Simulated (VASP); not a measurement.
A run of VASP 6.6.1 is set up as follows.

The input INCAR:

```
PREC = Accurate
ENCUT = 520
EDIFF = 1E-6
ISMEAR = -1
SIGMA = 0.1
LREAL = False
LASPH = True
NELM = 100
ALGO = Normal
ISIF = 2
LWAVE = False
LCHARG = False
GGA = B5
ALDAX = 1.0
AGGAX = 1.0
AGGAC = 1.0
ALDAC = 0.0
NBANDS = 12
```

Contents of KPOINTS:

```
regular mesh
0
Gamma
  12 12 10
```

Contents of POSCAR:

```
As
1.0
   -5.7875093969      6.1804690199      1.4174480942
    6.1804690199     -5.7875093969      1.4174480942
    2.5122849009      2.5122849009     -0.6977418251
As
2
Direct
    0.9249950251      0.0750049749      0.0000000000
    0.8250049749      0.1749950251      0.5000000000
```

Potentials or basis: VASP PAW PBE potentials, release 64 (As).

The run is started by

```sh
$ cat potpaw_PBE.64/As/POTCAR > POTCAR
$ mpirun -np 1 vasp_std > vasp.out
```

Q: Predict the largest force.

A: 0.559 eV/Å.

Q: Estimate the band gap on the k mesh.

A: Zero (bands 5 and 6 overlap by 4.24 eV).

Stress tensor (GPa, compression positive):
```
 1.75  0.02 -0.10
 0.02  1.75 -0.10
-0.10 -0.10  1.09
```

Caveat: the PAW data sets were made with another functional, which shifts forces and pressure a little.
